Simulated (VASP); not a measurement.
# TiB2 (P6/mmm) in VASP: further runs

TiB2 is run at these levels: PBEsol; tasks: single point, relaxation of shape and atoms at fixed volume.

Everything below comes from runs of VASP 6.6.1. Logs are shortened: lines on timing, memory, paths and dates and some standing lists are left out, and cuts for length are marked.

## (1) The cell of the first run

The structure is hexagonal, space group P6/mmm (No. 191). Conventional cell: a = 3.036 Å, b = 3.036 Å, c = 3.213 Å, α = 90.00°, β = 90.00°, γ = 120.00°. Within 3.3 Å of Ti (site symmetry 6/mmm) lie 12 B at 2.38 Å and 8 Ti at 3.04 to 3.21 Å. Within 2.4 Å of B (site symmetry -6m2) lie 3 B at 1.75 Å and 6 Ti at 2.38 Å.

## (2) Single point, PBEsol (8.55 Å³/atom)

The input, INCAR:

```
  PREC = Accurate
  ENCUT = 520
  EDIFF = 1E-6
  ISMEAR = -1
  SIGMA = 0.05
  LREAL = False
  LASPH = True
  NELM = 80
  ALGO = Normal
  ISIF = 2
  LWAVE = False
  LCHARG = False
  GGA = PS
  NBANDS = 16
```

The input, KPOINTS:

```
Automatic mesh
0
Gamma
  14 14 11
```

The input, POSCAR:

```
TiB2
1.0
    3.0362503519      0.0000000000      0.0000000000
   -1.5181251759      2.6294699370      0.0000000000
    0.0000000000      0.0000000000      3.2134243380
Ti B
1 2
Direct
    0.0000000000      0.0000000000      0.0000000000
    0.3333333333      0.6666666667      0.5000000000
    0.6666666667      0.3333333333      0.5000000000
```

Potentials or basis: VASP PAW PBE potentials, release 64 (Ti_sv, B).

Started as:

```bash
$ cat potpaw_PBE.64/Ti_sv/POTCAR potpaw_PBE.64/B/POTCAR > POTCAR
$ mpirun -np 1 vasp_std > vasp.out
```

OUTCAR:

```text
PREC = Accurate
   ENCUT = 520
   EDIFF = 1E-6
   ISMEAR = -1
   LREAL = False
   LASPH = True
   NELM = 80
   ISIF = 2
   GGA = PS

 ion  position               nearest neighbor table
   1  0.000  0.000  0.000-   2 2.38   3 2.38   2 2.38   3 2.38   2 2.38   2 2.38   3 2.38   3 2.38
                             3 2.38   3 2.38   2 2.38   2 2.38
   2  0.333  0.667  0.500-   3 1.75   3 1.75   3 1.75   1 2.38   1 2.38   1 2.38   1 2.38   1 2.38
                             1 2.38
   3  0.667  0.333  0.500-   2 1.75   2 1.75   2 1.75   1 2.38   1 2.38   1 2.38   1 2.38   1 2.38
                             1 2.38

  LATTYP: Found a hexagonal cell.
 ALAT       =     3.0362503519
 C/A-ratio  =     1.0583528911

  Lattice vectors:

 A1 = (   3.0362503519,   0.0000000000,   0.0000000000)
 A2 = (  -1.5181251759,   2.6294699370,   0.0000000000)
 A3 = (   0.0000000000,   0.0000000000,   3.2134243380)

Analysis of symmetry for initial positions (statically):
=====================================================================
 Subroutine PRICEL returns:
 Original cell was already a primitive cell.

 Routine SETGRP: Setting up the symmetry group for a
 hexagonal supercell.

 Subroutine GETGRP returns: Found 24 space group operations
 (whereof 24 operations were pure point group operations)
 out of a pool of 24 trial point group operations.

The static configuration has the point symmetry D_6h.

Analysis of symmetry for dynamics (positions and initial velocities):
=====================================================================
 Subroutine PRICEL returns:
 Original cell was already a primitive cell.

 Routine SETGRP: Setting up the symmetry group for a
 hexagonal supercell.

 Subroutine GETGRP returns: Found 24 space group operations
 (whereof 24 operations were pure point group operations)
 out of a pool of 24 trial point group operations.

The dynamic configuration has the point symmetry D_6h.

 Subroutine INISYM returns: Found 24 space group operations
 (whereof 24 operations are pure point group operations),
 and found     1 'primitive' translations

----------------------------------------------------------------------------------------

                                     Primitive cell

  volume of cell :      25.6551

  direct lattice vectors                    reciprocal lattice vectors
     3.036250352  0.000000000  0.000000000     0.329353605  0.190152393  0.000000000
    -1.518125176  2.629469937  0.000000000     0.000000000  0.380304785  0.000000000
     0.000000000  0.000000000  3.213424338     0.000000000  0.000000000  0.311194506

  length of vectors
     3.036250352  3.036250352  3.213424338     0.380304785  0.380304785  0.311194506

  position of ions in fractional coordinates (direct lattice)
     0.000000000  0.000000000  0.000000000
     0.333333333  0.666666667  0.500000000
     0.666666667  0.333333333  0.500000000

  ion indices of the primitive-cell ions
   primitive index   ion index
                 1           1
                 2           2
                 3           3

----------------------------------------------------------------------------------------

 KPOINTS: Automatic mesh

Automatic generation of k-mesh.
 Grid dimensions read from file:
 generate k-points for:   14   14   11

 Generating k-lattice:

  Cartesian coordinates                     Fractional coordinates (reciprocal lattice)
     0.023525258  0.013582314  0.000000000     0.071428571  0.000000000  0.000000000
     0.000000000  0.027164628  0.000000000     0.000000000  0.071428571  0.000000000
     0.000000000  0.000000000  0.028290410     0.000000000  0.000000000  0.090909091

  Length of vectors
     0.027164628  0.027164628  0.028290410

  Shift w.r.t. Gamma in fractional coordinates (k-lattice)
     0.000000000  0.000000000  0.000000000

 Subroutine IBZKPT returns following result:
 ===========================================

 Found    144 irreducible k-points:

 Following reciprocal coordinates:
            Coordinates               Weight
  0.000000  0.000000  0.000000      1.000000
  0.071429 -0.000000  0.000000      6.000000
  0.142857 -0.000000  0.000000      6.000000
  0.214286 -0.000000  0.000000      6.000000
  0.285714 -0.000000  0.000000      6.000000
  0.357143 -0.000000  0.000000      6.000000
[... 16 lines left out ...]
  0.285714  0.285714  0.000000      6.000000
  0.357143  0.285714  0.000000      6.000000
 [... further k-points ...]
   k-points           NKPTS =    144   k-points in BZ     NKDIM =    144   number of bands    NBANDS=     16
   number of dos      NEDOS =    301   number of ions     NIONS =      3
   total plane-waves  NPLWV =  13824
   dimension x,y,z NGX =    24 NGY =   24 NGZ =   24
   dimension x,y,z NGXF=    48 NGYF=   48 NGZF=   48
   ions per type =               1   2
   NGX,Y,Z   is equivalent  to a cutoff of  13.14, 13.14, 12.42 a.u.
   NGXF,Y,Z  is equivalent  to a cutoff of  26.28, 26.28, 24.83 a.u.
 SYSTEM =  unknown system
   PREC   = accura    normal or accurate (medium, high low for compatibility)
   ISTART =      0    job   : 0-new  1-cont  2-samecut
   ICHARG =      2    charge: 1-file 2-atom 10-const
   ISPIN  =      1    spin polarized calculation?
   LNONCOLLINEAR =      F non collinear calculations
   LSORBIT =      F    spin-orbit coupling
   LASPH  =      T    aspherical Exc in radial PAW
   ENCUT  =  520.0 eV  38.22 Ry    6.18 a.u.   5.65  5.65  5.97*2*pi/ulx,y,z
   NELM   =     80;   NELMIN=  2; NELMDL= -5     # of ELM steps
   EDIFF  = 0.1E-05   stopping-criterion for ELM
   LREAL  =      F    real-space projection
   EDIFFG = 0.1E-04   stopping-criterion for IOM
   NSW    =      0    number of steps for IOM
   IBRION =     -1    ionic relax: 0-MD 1-quasi-New 2-CG
   NFREE  =      0    steps in history (QN), initial steepest desc. (CG)
   ISIF   =      2    stress and relaxation
   ISYM   =      2    0-nonsym 1-usesym 2-fastsym
   POTIM  = 0.5000    time-step for ionic-motion
   TEBEG  =    0.0;   TEEND  =   0.0 temperature during run
   PSTRESS=    0.0 pullay stress
   NELECT =      18.0000    total number of electrons
   NUPDOWN=      -1.0000    fix difference up-down
   EMIN   =  10.00;   EMAX   =-10.00  energy-range for DOS
   EFERMI =   0.00;   METHOD = LEGACY
   ISMEAR =    -1;   SIGMA  =   0.05  broadening in eV -4-tet -1-fermi 0-gaus
   EFERMI_NEDOS =   21; number of points for ismear=-14 and -15
   IALGO  =     38    algorithm
   IMIX   =      4    mixing-type and parameters
     AMIX     =   0.40;   BMIX     =  1.00
     AMIX_MAG =   1.60;   BMIX_MAG =  1.00
  volume/ion in A,a.u.               =       8.55        57.71
  Fermi-wavevector in a.u.,A,eV,Ry     =   1.454703  2.748990 28.792122  2.116161
  Thomas-Fermi vector in A             =   2.571823
   LORBIT       =      0    0 simple, 1 ext, 2 COOP (PROOUT), +10 PAW based schemes
   GGA     = PS    functional components
   LHFCALC =     F    Hartree Fock is set to
   AEXX    =    0.0000 exact exchange contribution
   IVDW    =     0    specifies the selected vdW correction
   LEPSILON=     F    determine dielectric tensor
   LRPA    =     F    only Hartree local field effects (RPA)
 non-spin polarized calculation
  energy-cutoff  :      520.00
  volume of cell :       25.66
 maximum number of plane-waves:       719
 NGX is ok and might be reduce to    24
   NGX = 11   NGY = 11   NGZ = 11

 number of electron      17.9999999 magnetization

 Free energy of the ion-electron system (eV)
  ---------------------------------------------------
  ext. energy  EPLUGINS =         0.00000000
  ---------------------------------------------------
  free energy    TOTEN  =       -25.78606858 eV

  energy without entropy =      -25.78313860  energy(sigma->0) =      -25.78460359

 E-fermi :   9.9268     XC(G=0): -12.8734

 val. band max:        9.9256973639   @ k =   0.0000   0.0000   0.3636
 cond. band min:       9.9332493846   @ k =   0.0714  -0.0000   0.3636
 fundamental gap:      0.0075520207
 Fermi energy:         9.9267856814

 k-point     1 :       0.0000    0.0000    0.0000
  band No.  band energies     occupation
      1     -46.7825      2.00000
      2     -23.2374      2.00000
      3     -22.9270      2.00000
      4     -22.9270      2.00000
      5      -3.5527      2.00000
      6       7.2690      2.00000
[... 8 lines left out ...]
     15      15.6177      0.00000
     16      16.7711      0.00000

 k-point     2 :       0.0714   -0.0000    0.0000
  band No.  band energies     occupation
      1     -46.7798      2.00000
      2     -23.2339      2.00000
      3     -22.9476      2.00000
      4     -22.9317      2.00000
      5      -3.4545      2.00000
      6       6.9866      2.00000
[... 8 lines left out ...]
     15      16.2462      0.00000
     16      17.0804      0.00000

 k-point     3 :       0.1429   -0.0000    0.0000
  band No.  band energies     occupation
      1     -46.7723      2.00000
      2     -23.2244      2.00000
      3     -23.0052      2.00000
      4     -22.9447      2.00000
      5      -3.1641      2.00000
      6       6.2331      2.00000
[... 8 lines left out ...]
     15      17.5581      0.00000
     16      18.0073      0.00000

 k-point     4 :       0.2143   -0.0000    0.0000
  band No.  band energies     occupation
      1     -46.7614      2.00000
      2     -23.2105      2.00000
      3     -23.0876      2.00000
      4     -22.9636      2.00000
      5      -2.6934      2.00000
      6       5.2055      2.00000
[... 8 lines left out ...]
     15      17.6252      0.00000
     16      19.1655      0.00000
[... 324 lines left out ...]
 k-point    22 :       0.3571    0.2143    0.0000
  band No.  band energies     occupation
      1     -46.7238      2.00000
      2     -23.2753      2.00000
      3     -23.1630      2.00000
      4     -23.1177      2.00000
      5       0.6474      2.00000
      6       1.6520      2.00000
[... 8 lines left out ...]
     15      18.8399      0.00000
     16      20.0138      0.00000

 k-point    23 :       0.2857    0.2857    0.0000
  band No.  band energies     occupation
      1     -46.7232      2.00000
      2     -23.2522      2.00000
      3     -23.1623      2.00000
      4     -23.1468      2.00000
      5       0.5738      2.00000
      6       2.2295      2.00000
[... 8 lines left out ...]
     15      19.2627      0.00000
     16      20.4765      0.00000

 k-point    24 :       0.3571    0.2857    0.0000
  band No.  band energies     occupation
      1     -46.7215      2.00000
      2     -23.2383      2.00000
      3     -23.1761      2.00000
      4     -23.1602      2.00000
      5       1.3787      2.00000
      6       1.6034      2.00000
[... 8 lines left out ...]
     15      19.6330      0.00000
     16      20.3766      0.00000

 [... further k-points ...]

------------------------ aborting loop because EDIFF is reached ----------------------------------------

  FORCE on cell =-STRESS in cart. coord.  units (eV):
  Direction    XX          YY          ZZ          XY          YZ          ZX
  --------------------------------------------------------------------------------------
  -------------------------------------------------------------------------------------
  Total       -0.7951517     -0.7951517     -0.8144882     -0.0000000     -0.0000000      0.0000000
  in kB      -49.6577138    -49.6577138    -50.8652905     -0.0000000     -0.0000000      0.0000000
  external PRESSURE =     -50.0602394 kB  Pullay stress =       0.0000000 kB

 VOLUME and BASIS-vectors are now :
 -----------------------------------------------------------------------------
  energy-cutoff  :      520.00
  volume of cell :       25.66
      direct lattice vectors                 reciprocal lattice vectors
     3.036250352  0.000000000  0.000000000     0.329353605  0.190152393  0.000000000
    -1.518125176  2.629469937  0.000000000     0.000000000  0.380304785  0.000000000
     0.000000000  0.000000000  3.213424338     0.000000000  0.000000000  0.311194506

 POSITION                                       TOTAL-FORCE (eV/Angst)
 -----------------------------------------------------------------------------------
      0.00000      0.00000      0.00000         0.000000      0.000000     -0.000000
     -0.00000      1.75298      1.60671        -0.000000      0.000000     -0.000000
      1.51813      0.87649      1.60671         0.000000     -0.000000      0.000000
 -----------------------------------------------------------------------------------
    total drift:                               -0.000000      0.000000      0.000000

  FREE ENERGIE OF THE ION-ELECTRON SYSTEM (eV)
  ---------------------------------------------------
  free  energy   TOTEN  =       -25.7860685840 eV

  energy  without entropy=      -25.7831386042  energy(sigma->0) =      -25.78460359
```

Run time: 63 s. Hardware: 1 thread of Intel Xeon 8259CL, shared host; peak memory 0.18 GiB.

What came out:

```yaml
Free_energy: -25.7861 eV
Pressure: -5.0 GPa
Band_gap_on_the_k_mesh: zero (bands 9 and 10 overlap by 0.65 eV)
```

Stress tensor (GPa, compression positive):
```
-4.97  0.00  0.00
 0.00 -4.97  0.00
 0.00  0.00 -5.09
```

Caveat: the cell stands under tension; the PAW data sets were made with another functional, which shifts forces and pressure a little.

## (3) Relaxation of shape and atoms at fixed volume, PBEsol

This run uses another cell than the first one, of 3.85 Å³/atom.

The input, INCAR:

```
SYSTEM = TiB2
  PREC = Accurate
  ENCUT = 600
  EDIFF = 1E-6
  ISMEAR = -1
  SIGMA = 0.05
  LREAL = .False.
  LASPH = .True.
  NELM = 60
  ALGO = Normal
  ISIF = 4
  LWAVE = .False.
  LCHARG = .False.
  GGA = PS
  IBRION = 2
  NSW = 50
  EDIFFG = -0.01
```

The input, KPOINTS:

```
regular mesh
0
Gamma
  14 14 11
  0 0 0
```

The input, POSCAR:

```
TiB2
1.0
    2.3213045326      0.0000000000      0.0000000000
   -1.1606522663      2.0103086951      0.0000000000
    0.0000000000      0.0000000000      2.4739533715
Ti B
1 2
Direct
    0.0000000000      0.0000000000      0.0000000000
    0.3333333333      0.6666666667      0.5000000000
    0.6666666667      0.3333333333      0.5000000000
```

Potentials or basis: VASP PAW PBE potentials, release 64 (Ti_sv, B).

Started as:

```bash
$ cat potpaw_PBE.64/Ti_sv/POTCAR potpaw_PBE.64/B/POTCAR > POTCAR
$ mpirun -np 1 vasp_std > vasp.out
```

OUTCAR:

```text
SYSTEM = TiB2
   PREC = Accurate
   ENCUT = 600
   EDIFF = 1E-6
   ISMEAR = -1
   LREAL = .False.
   LASPH = .True.
   NELM = 60
   ISIF = 4
   GGA = PS
   IBRION = 2
   NSW = 50
   EDIFFG = -0.01

 ion  position               nearest neighbor table
   1  0.000  0.000  0.000-   2 1.82   3 1.82   2 1.82   3 1.82   2 1.82   2 1.82   3 1.82   3 1.82
                             3 1.82   3 1.82   2 1.82   2 1.82
   2  0.333  0.667  0.500-   3 1.34   3 1.34   3 1.34   1 1.82   1 1.82   1 1.82   1 1.82   1 1.82
                             1 1.82
   3  0.667  0.333  0.500-   2 1.34   2 1.34   2 1.34   1 1.82   1 1.82   1 1.82   1 1.82   1 1.82
                             1 1.82

  LATTYP: Found a hexagonal cell.
 ALAT       =     2.3213045326
 C/A-ratio  =     1.0657599366

  Lattice vectors:

 A1 = (   2.3213045326,   0.0000000000,   0.0000000000)
 A2 = (  -1.1606522663,   2.0103086951,   0.0000000000)
 A3 = (   0.0000000000,   0.0000000000,   2.4739533715)

Analysis of symmetry for initial positions (statically):
=====================================================================
 Subroutine PRICEL returns:
 Original cell was already a primitive cell.

 Routine SETGRP: Setting up the symmetry group for a
 hexagonal supercell.

 Subroutine GETGRP returns: Found 24 space group operations
 (whereof 24 operations were pure point group operations)
 out of a pool of 24 trial point group operations.

[... 240 lines left out ...]

 Free energy of the ion-electron system (eV)
  ---------------------------------------------------
  ext. energy  EPLUGINS =         0.00000000
  ---------------------------------------------------
  free energy    TOTEN  =        -5.72684775 eV

  energy without entropy =       -5.72522898  energy(sigma->0) =       -5.72603836

 E-fermi :  20.6697     XC(G=0): -17.2277

 val. band max:       20.6682144544   @ k =   0.0714   0.0000   0.2727
 cond. band min:      20.7165617780   @ k =   0.3571   0.2143   0.0000
 fundamental gap:      0.0483473236
 Fermi energy:        20.6696686290

 k-point     1 :       0.0000    0.0000    0.0000
  band No.  band energies     occupation
      1     -34.8247      2.00000
      2     -10.3312      2.00000
      3      -9.3740      2.00000
      4      -9.3740      2.00000
      5       5.3392      2.00000
      6      14.6451      2.00000
      7      14.6451      2.00000
      8      15.6929      2.00000
      9      21.9405      0.00000
     10      26.2872      0.00000
     11      26.2872      0.00000
     12      31.3286      0.00000
     13      31.3286      0.00000
[... 354 lines left out ...]
  band No.  band energies     occupation
      1     -33.8145      2.00000
      2     -12.6614      2.00000
      3     -12.0811      2.00000
      4      -9.3780      2.00000
      5       9.9943      2.00000
      6      13.4331      2.00000
      7      13.6665      2.00000
      8      17.6362      2.00000
      9      19.0026      2.00000
     10      22.6179      0.00000
     11      24.2519      0.00000
     12      25.0715      0.00000
     13      36.1405      0.00000

 [... further k-points ...]

------------------------ aborting loop because EDIFF is reached ----------------------------------------

  FORCE on cell =-STRESS in cart. coord.  units (eV):
  Direction    XX          YY          ZZ          XY          YZ          ZX
  --------------------------------------------------------------------------------------
  -------------------------------------------------------------------------------------
  Total       62.9621160     62.9621160     62.9883685     -0.0000000      0.0000000     -0.0000000
  in kB     8737.8285115   8737.8285104   8741.4718097     -0.0000000      0.0000000     -0.0000000
  external PRESSURE =    8739.0429439 kB  Pullay stress =       0.0000000 kB
[... 18 lines left out ...]
  FREE ENERGIE OF THE ION-ELECTRON SYSTEM (eV)
  ---------------------------------------------------
  free  energy   TOTEN  =        -5.7268477457 eV

  energy  without entropy=       -5.7252289829  energy(sigma->0) =       -5.72603836

 reached required accuracy - stopping structural energy minimisation
```

OSZICAR:

```text
N       E                     dE             d eps       ncg     rms          rms(c)
DAV:   1     0.168043132749E+03    0.16804E+03   -0.10617E+04  3776   0.204E+03
DAV:   2    -0.307629893038E+01   -0.17112E+03   -0.16535E+03  3914   0.466E+02
DAV:   3    -0.114928210743E+02   -0.84165E+01   -0.82732E+01  4591   0.102E+02
[... 26 lines left out ...]
DAV:   2    -0.573927137108E+01    0.32821E-01   -0.93255E-02  4058   0.451E+00    0.105E+00
DAV:   3    -0.572756604178E+01    0.11705E-01   -0.12169E-02  4454   0.169E+00    0.301E-01
DAV:   4    -0.572688977988E+01    0.67626E-03   -0.13339E-03  4388   0.563E-01    0.677E-02
DAV:   5    -0.572684864101E+01    0.41139E-04   -0.11852E-04  3902   0.141E-01    0.729E-03
DAV:   6    -0.572684774567E+01    0.89535E-06   -0.48604E-06  4215   0.383E-02
   3 F= -.57268477E+01 E0= -.57260384E+01  d E =-.232951E+00
```

Run time: 79 s. Hardware: 1 thread of Intel Xeon 8259CL, shared host; peak memory 0.15 GiB.

The run converged, but its numbers aren't listed here, since they failed a check.

Caveat: the PAW data sets were made with another functional, which shifts forces and pressure a little.

(Part 1 of 2 ends here.)
